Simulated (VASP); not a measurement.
The system is TiC.

```
Ti C
1.0
     0.00000    2.16572    2.16572
     2.16572    0.00000    2.16572
     2.16572    2.16572    0.00000
Ti C
1 1
Direct
  0.00000 0.00000 0.00000
  0.50000 0.50000 0.50000
```

| Property | Result |
| --- | --- |
| Program | VASP 6.6.1 |
| Task | relaxation of cell and atoms |
| Functional | RPBE |
| Dispersion | D3(BJ) |
| Potentials or basis | VASP PAW PBE potentials, release 64 (Ti_sv, C) |
| Cutoff | 600 eV |
| k mesh | 11 × 11 × 11 |
| Occupations | fermi-dirac, width 0.05 eV |
| Spin | no spin polarisation |

At the start: pressure -35.5 GPa; volume 10.16 Å³/atom.

**Question.** Where does the relaxation end?

**Answer.** Over 7 steps the energy falls by 159.0 meV/atom and the volume is 8.87 Å³/atom (-12.7 %); space group Fm-3m (No. 225, to 0.05 Å).

Step by step:
```tsv
step	energy change (eV)	largest force (eV/Å)	pressure (GPa)	volume (Å³)
1	0.0000	0.0000	-35.48	20.32
2	0.6159	0.0000	105.26	14.39
3	-0.3166	0.0000	-2.75	17.89
4	-0.3179	0.0000	-0.62	17.77
5	-0.3179	0.0000	0.40	17.73
6	-0.3179	0.0000	-0.60	17.78
7	-0.3179	0.0000	0.02	17.74
```

Final structure:
```
CELL_PARAMETERS angstrom
0.00000 2.07019 2.07019
2.07019 0.00000 2.07019
2.07019 2.07019 0.00000
ATOMIC_POSITIONS crystal
Ti 0.00000 0.00000 0.00000
C 0.50000 0.50000 0.50000
```

Caveat: the PAW data sets were made with another functional, which shifts forces and pressure a little; pairwise dispersion overbinds metals, which lowers pressure and volume.
